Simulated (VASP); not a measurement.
# SiC in VASP: a series of runs, part 2 of 3

VASP 6.6.1. The steps go on from the part before.

## 3. Single point, r2SCAN (strain -0.030 along x and y, -0.015 along z)

Input file POSCAR:

```
SiC
1.0
    0.0000000000      2.1087800000      2.1413900000
    2.1087800000      0.0000000000      2.1413900000
    2.1087800000      2.1087800000      0.0000000000
Si C
1 1
Direct
    0.0000000000      0.0000000000      0.0000000000
    0.7500000000      0.7500000000      0.7500000000
```

Input file INCAR.step1:

```
PREC = Accurate
ENCUT = 520
ISMEAR = 0
SIGMA = 0.05
LREAL = F
LASPH = T
NELM = 80
NBANDS = 11
GGA = PE
ALGO = Normal
EDIFF = 1E-4
LWAVE = T
LCHARG = F
```

Input file INCAR.step2:

```
PREC = Accurate
ENCUT = 520
EDIFF = 1E-6
ISMEAR = 0
SIGMA = 0.05
LREAL = F
LASPH = T
NELM = 80
ALGO = Normal
ISIF = 2
LWAVE = F
LCHARG = F
METAGGA = R2SCAN
LMIXTAU = T
NBANDS = 11
ISTART = 1
```

Input file KPOINTS:

```
regular mesh
0
Gamma
  12 12 12
```

Potentials or basis: VASP PAW PBE potentials, release 64 (Si, C).

Started as:

```console
$ cat potpaw_PBE.64/Si/POTCAR potpaw_PBE.64/C/POTCAR > POTCAR
$ cp INCAR.step1 INCAR
$ mpirun -np 1 vasp_std > vasp.out
$ cp INCAR.step2 INCAR
$ mpirun -np 1 vasp_std > vasp.out
```

OUTCAR:

```text
PREC = Accurate
   ENCUT = 520
   EDIFF = 1E-6
   ISMEAR = 0
   LREAL = F
   LASPH = T
   NELM = 80
   ISIF = 2
   METAGGA = R2SCAN
   ISTART = 1

 ion  position               nearest neighbor table
   1  0.000  0.000  0.000-   2 1.84   2 1.84   2 1.84   2 1.84
   2  0.750  0.750  0.750-   1 1.84   1 1.84   1 1.84   1 1.84

  LATTYP: Found a body centered tetragonal cell.
 ALAT       =     2.9822652761
 C/A-ratio  =     1.4360828443

  Lattice vectors:

 A1 = (  -2.1087800000,   0.0000000000,   2.1413900000)
 A2 = (   2.1087800000,   0.0000000000,   2.1413900000)
 A3 = (   0.0000000000,   2.1087800000,  -2.1413900000)

Analysis of symmetry for initial positions (statically):
=====================================================================
 Subroutine PRICEL returns:
 Original cell was already a primitive cell.

 Routine SETGRP: Setting up the symmetry group for a
 body centered tetragonal supercell.

 Subroutine GETGRP returns: Found  8 space group operations
 (whereof  8 operations were pure point group operations)
 out of a pool of 16 trial point group operations.

The static configuration has the point symmetry D_2d.

Analysis of symmetry for dynamics (positions and initial velocities):
=====================================================================
 Subroutine PRICEL returns:
 Original cell was already a primitive cell.

 Routine SETGRP: Setting up the symmetry group for a
 body centered tetragonal supercell.

 Subroutine GETGRP returns: Found  8 space group operations
 (whereof  8 operations were pure point group operations)
 out of a pool of 16 trial point group operations.

The dynamic configuration has the point symmetry D_2d.

 Subroutine INISYM returns: Found  8 space group operations
 (whereof  8 operations are pure point group operations),
 and found     1 'primitive' translations

----------------------------------------------------------------------------------------

                                     Primitive cell

  volume of cell :      19.0453

  direct lattice vectors                    reciprocal lattice vectors
     0.000000000  2.108780000  2.141390000    -0.237103918  0.237103918  0.233493198
     2.108780000  0.000000000  2.141390000     0.237103918 -0.237103918  0.233493198
     2.108780000  2.108780000  0.000000000     0.237103918  0.237103918 -0.233493198

  length of vectors
     3.005412488  3.005412488  2.982265276     0.408602018  0.408602018  0.408602018

  position of ions in fractional coordinates (direct lattice)
     0.000000000  0.000000000  0.000000000
     0.750000000  0.750000000  0.750000000

  ion indices of the primitive-cell ions
   primitive index   ion index
                 1           1
                 2           2

----------------------------------------------------------------------------------------

 KPOINTS: regular mesh

Automatic generation of k-mesh.
 Grid dimensions read from file:
 generate k-points for:   12   12   12

 Generating k-lattice:

  Cartesian coordinates                     Fractional coordinates (reciprocal lattice)
    -0.019758660  0.019758660  0.019457767     0.083333333  0.000000000  0.000000000
     0.019758660 -0.019758660  0.019457767     0.000000000  0.083333333  0.000000000
     0.019758660  0.019758660 -0.019457767    -0.000000000 -0.000000000  0.083333333

  Length of vectors
     0.034050168  0.034050168  0.034050168

  Shift w.r.t. Gamma in fractional coordinates (k-lattice)
     0.000000000  0.000000000  0.000000000

 Subroutine IBZKPT returns following result:
 ===========================================

 Found    163 irreducible k-points:

 Following reciprocal coordinates:
            Coordinates               Weight
  0.000000  0.000000  0.000000      1.000000
  0.083333  0.000000  0.000000      8.000000
  0.166667  0.000000  0.000000      8.000000
  0.250000  0.000000  0.000000      8.000000
  0.333333  0.000000  0.000000      8.000000
  0.416667 -0.000000  0.000000      8.000000
[... 16 lines left out ...]
  0.500000  0.166667  0.000000      8.000000
 -0.416667  0.166667  0.000000      8.000000
 [... further k-points ...]
   k-points           NKPTS =    163   k-points in BZ     NKDIM =    163   number of bands    NBANDS=     11
   number of dos      NEDOS =    301   number of ions     NIONS =      2
   total plane-waves  NPLWV =  13824
   dimension x,y,z NGX =    24 NGY =   24 NGZ =   24
   dimension x,y,z NGXF=    48 NGYF=   48 NGZF=   48
   ions per type =               1   1
   NGX,Y,Z   is equivalent  to a cutoff of  13.28, 13.28, 13.38 a.u.
   NGXF,Y,Z  is equivalent  to a cutoff of  26.55, 26.55, 26.76 a.u.
 SYSTEM =  unknown system
   PREC   = accura    normal or accurate (medium, high low for compatibility)
   ISTART =      1    job   : 0-new  1-cont  2-samecut
   ICHARG =      0    charge: 1-file 2-atom 10-const
   ISPIN  =      1    spin polarized calculation?
   LNONCOLLINEAR =      F non collinear calculations
   LSORBIT =      F    spin-orbit coupling
   LASPH  =      T    aspherical Exc in radial PAW
   ENCUT  =  520.0 eV  38.22 Ry    6.18 a.u.   5.59  5.59  5.55*2*pi/ulx,y,z
   NELM   =     80;   NELMIN=  2; NELMDL=  0     # of ELM steps
   EDIFF  = 0.1E-05   stopping-criterion for ELM
   LREAL  =      F    real-space projection
   EDIFFG = 0.1E-04   stopping-criterion for IOM
   NSW    =      0    number of steps for IOM
   IBRION =     -1    ionic relax: 0-MD 1-quasi-New 2-CG
   NFREE  =      0    steps in history (QN), initial steepest desc. (CG)
   ISIF   =      2    stress and relaxation
   ISYM   =      2    0-nonsym 1-usesym 2-fastsym
   POTIM  = 0.5000    time-step for ionic-motion
   TEBEG  =    0.0;   TEEND  =   0.0 temperature during run
   PSTRESS=    0.0 pullay stress
   NELECT =       8.0000    total number of electrons
   NUPDOWN=      -1.0000    fix difference up-down
   EMIN   =  10.00;   EMAX   =-10.00  energy-range for DOS
   EFERMI =   0.00;   METHOD = LEGACY
   ISMEAR =     0;   SIGMA  =   0.05  broadening in eV -4-tet -1-fermi 0-gaus
   EFERMI_NEDOS =   21; number of points for ismear=-14 and -15
   IALGO  =     38    algorithm
   IMIX   =      4    mixing-type and parameters
     AMIX     =   0.40;   BMIX     =  1.00
     AMIX_MAG =   1.60;   BMIX_MAG =  1.00
  volume/ion in A,a.u.               =       9.52        64.26
  Fermi-wavevector in a.u.,A,eV,Ry     =   1.226052  2.316901 20.452310  1.503202
  Thomas-Fermi vector in A             =   2.361067
   LORBIT       =      0    0 simple, 1 ext, 2 COOP (PROOUT), +10 PAW based schemes
   METAGGA = R2SCAN    functional components
   LHFCALC =     F    Hartree Fock is set to
   AEXX    =    0.0000 exact exchange contribution
   IVDW    =     0    specifies the selected vdW correction
   LEPSILON=     F    determine dielectric tensor
   LRPA    =     F    only Hartree local field effects (RPA)
 non-spin polarized calculation
 Gauss-broadening in eV      SIGMA  =   0.05
  energy-cutoff  :      520.00
  volume of cell :       19.05
 maximum number of plane-waves:       532
 NGX is ok and might be reduce to    24
   NGX = 11   NGY = 11   NGZ = 11

 number of electron       7.9999999 magnetization

 Free energy of the ion-electron system (eV)
  ---------------------------------------------------
  ext. energy  EPLUGINS =         0.00000000
  ---------------------------------------------------
  free energy    TOTEN  =       -19.22294712 eV

  energy without entropy =      -19.22294712  energy(sigma->0) =      -19.22294712

 E-fermi :   9.1918     XC(G=0): -12.3104

 val. band max:        8.9730206146   @ k =   0.0000   0.0000   0.0000
 cond. band min:      10.5522033351   @ k =   0.5000   0.0000   0.5000
 fundamental gap:      1.5791827205
 Fermi energy:         9.1918048011

 k-point     1 :       0.0000    0.0000    0.0000
  band No.  band energies     occupation
      1      -7.9197      2.00000
      2       8.8597      2.00000
      3       8.9730      2.00000
      4       8.9730      2.00000
      5      16.8206      0.00000
      6      17.4171      0.00000
      7      17.4171      0.00000
      8      17.4563      0.00000
      9      24.3972      0.00000
     10      24.9314      0.00000
     11      27.6005      0.00000
[... 309 lines left out ...]
 k-point    24 :      -0.4167    0.1667    0.0000
  band No.  band energies     occupation
      1      -3.6199      2.00000
      2       0.2278      2.00000
      3       5.5090      2.00000
      4       7.4208      2.00000
      5      15.0089      0.00000
      6      17.9792      0.00000
      7      18.6566      0.00000
      8      21.8162      0.00000
      9      25.6876      0.00000
     10      26.0165      0.00000
     11      29.1792      0.00000

 [... further k-points ...]
[... 5 lines left out ...]
  --------------------------------------------------------------------------------------
  -------------------------------------------------------------------------------------
  Total        2.7292360      2.7292360      2.1932583      0.0000000     -0.0000000      0.0000000
  in kB      229.5954970    229.5954970    184.5066596      0.0000000     -0.0000000      0.0000000
  external PRESSURE =     214.5658845 kB  Pullay stress =       0.0000000 kB

 VOLUME and BASIS-vectors are now :
 -----------------------------------------------------------------------------
  energy-cutoff  :      520.00
  volume of cell :       19.05
      direct lattice vectors                 reciprocal lattice vectors
     0.000000000  2.108780000  2.141390000    -0.237103918  0.237103918  0.233493198
     2.108780000  0.000000000  2.141390000     0.237103918 -0.237103918  0.233493198
     2.108780000  2.108780000  0.000000000     0.237103918  0.237103918 -0.233493198

 POSITION                                       TOTAL-FORCE (eV/Angst)
 -----------------------------------------------------------------------------------
      0.00000      0.00000      0.00000        -0.000000     -0.000000      0.000000
      3.16317      3.16317      3.21209         0.000000      0.000000     -0.000000
 -----------------------------------------------------------------------------------
    total drift:                                0.000001      0.000001      0.000000

  FREE ENERGIE OF THE ION-ELECTRON SYSTEM (eV)
  ---------------------------------------------------
  free  energy   TOTEN  =       -19.2229471157 eV

  energy  without entropy=      -19.2229471157  energy(sigma->0) =      -19.22294712
```

OSZICAR.step1:

```text
N       E                     dE             d eps       ncg     rms          rms(c)
DAV:   1     0.392975108937E+01    0.39298E+01   -0.40208E+03  3722   0.618E+02
DAV:   2    -0.164283090256E+02   -0.20358E+02   -0.19439E+02  4484   0.114E+02
DAV:   3    -0.170145262391E+02   -0.58622E+00   -0.58521E+00  4420   0.157E+01
DAV:   4    -0.170165050897E+02   -0.19789E-02   -0.19788E-02  4151   0.116E+00
DAV:   5    -0.170165130569E+02   -0.79671E-05   -0.79671E-05  4414   0.677E-02    0.973E+00
DAV:   6    -0.150036867095E+02    0.20128E+01   -0.66340E+00  4051   0.119E+01    0.440E+00
DAV:   7    -0.149250719179E+02    0.78615E-01   -0.50221E-01  4300   0.400E+00    0.195E+00
DAV:   8    -0.149166641601E+02    0.84078E-02   -0.21618E-02  4036   0.983E-01    0.171E-01
DAV:   9    -0.149167705759E+02   -0.10642E-03   -0.14504E-03  4503   0.225E-01    0.116E-01
DAV:  10    -0.149168668458E+02   -0.96270E-04   -0.19367E-04  3956   0.876E-02
   1 F= -.14916867E+02 E0= -.14916867E+02  d E =-.891092E-11
```

Wall time 2.8 min (1 thread of AMD EPYC 7R43 (Zen 3), shared host); peak memory 0.12 GiB.

What came out:

```
Free energy            : -19.2229 eV
Pressure               : 21.5 GPa
Band gap on the k mesh : 1.58 eV, indirect (least direct gap 5.14 eV)
```

Caveat: the cell differs from its parent crystal (strain -0.030 along x and y, -0.015 along z); the PAW data sets were made with another functional, which shifts forces and pressure a little.

## 4. Single point, r2SCAN (strain -0.030 along x and y, +0.000 along z)

Input file POSCAR:

```
SiC
1.0
    0.0000000000      2.1087800000      2.1740000000
    2.1087800000      0.0000000000      2.1740000000
    2.1087800000      2.1087800000      0.0000000000
Si C
1 1
Direct
    0.0000000000      0.0000000000      0.0000000000
    0.7500000000      0.7500000000      0.7500000000
```

Input file INCAR.step1:

```
  ALGO = Normal
  EDIFF = 1E-4
  ENCUT = 520
  GGA = PE
  ISMEAR = 0
  LASPH = T
  LCHARG = F
  LREAL = F
  LWAVE = T
  NBANDS = 11
  NELM = 60
  PREC = Accurate
  SIGMA = 0.05
```

Input file INCAR.step2:

```
  ALGO = Normal
  EDIFF = 1E-7
  ENCUT = 520
  ISIF = 2
  ISMEAR = 0
  ISTART = 1
  LASPH = T
  LCHARG = F
  LMIXTAU = T
  LREAL = F
  LWAVE = F
  METAGGA = R2SCAN
  NBANDS = 11
  NELM = 60
  PREC = Accurate
  SIGMA = 0.05
```

Input file KPOINTS:

```
k-points
0
Gamma
  12 12 12
```

Started as:

```console
$ cat potpaw_PBE.64/Si/POTCAR potpaw_PBE.64/C/POTCAR > POTCAR
$ cp INCAR.step1 INCAR
$ mpirun -np 1 vasp_std > vasp.out
$ cp INCAR.step2 INCAR
$ mpirun -np 1 vasp_std > vasp.out
```

Wall time 3.1 min (1 thread of AMD EPYC 7R43 (Zen 3), shared host); peak memory 0.12 GiB.

Results (log left out):

```yaml
Free_energy: -19.2494 eV
Pressure: 16.9 GPa
Band_gap_on_the_k_mesh: 1.51 eV, indirect (least direct gap 5.11 eV)
```

Stress tensor (GPa, compression positive):
```
19.97  0.00  0.00
 0.00 19.97  0.00
 0.00  0.00 10.73
```

Levels at points of the mesh, in eV from the valence-band top:
| k point | band 1 | band 2 | band 3 | band 4 | band 5 | band 6 | band 7 | band 8 |
| --- | --- | --- | --- | --- | --- | --- | --- | --- |
| (0.00, 0.00, 0.00) | -16.81 | -0.23 | 0.00 | 0.00 | 7.61 | 8.27 | 8.27 | 8.35 |
| (0.50, 0.00, 0.00) | -12.92 | -9.28 | -1.41 | -0.99 | 6.43 | 7.87 | 8.24 | 11.31 |
| (0.50, 0.50, 0.00) | -11.56 | -8.62 | -3.30 | -3.30 | 1.81 | 5.39 | 16.01 | 16.01 |
| (0.50, 0.00, 0.50) | -11.30 | -8.21 | -3.68 | -3.63 | 1.51 | 4.83 | 15.29 | 16.41 |

Caveat: the cell differs from its parent crystal (strain -0.030 along x and y, +0.000 along z); the PAW data sets were made with another functional, which shifts forces and pressure a little.

(Continued in part 3 of 3.)
